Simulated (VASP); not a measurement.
S, 1 atom in the cell. The structure is cubic, space group Pm-3m (No. 221). The conventional cell has a = 2.292 Å, b = 2.292 Å, c = 2.292 Å, α = 90.00°, β = 90.00°, γ = 90.00°. S (site symmetry m-3m) has 6 S at 2.29 Å within 3.0 Å.  This cell differs from its parent crystal: volume scaled by 0.7.

```yaml
Program: VASP 6.6.1
Task: single point
Functional: PBE
Potentials_or_basis: VASP PAW PBE potentials, release 64 (S)
Cutoff: 520 eV
k_mesh: 14 × 14 × 14
Occupations: fermi-dirac, width 0.1 eV
Spin: no spin polarisation
Dipole_correction: no
Further_INCAR_settings: ALGO = Normal; EDIFF = 1e-07; NBANDS = 9
```

Potentials or basis: VASP PAW PBE potentials, release 64 (S).

The run is started by

```sh
$ cat potpaw_PBE.64/S/POTCAR > POTCAR
$ mpirun -np 1 vasp_std > vasp.out
```

Hardware: 1 thread of Intel(R) Xeon(R) 6975P-C (Granite Rapids), with other jobs on the host.

Question: Estimate the wall time of this run.

Answer: Wall time 4.1 s on 1 thread of Intel(R) Xeon(R) 6975P-C (Granite Rapids) (shared host), peak memory 0.11 GiB. Counts: scf iterations 11, k points 120.
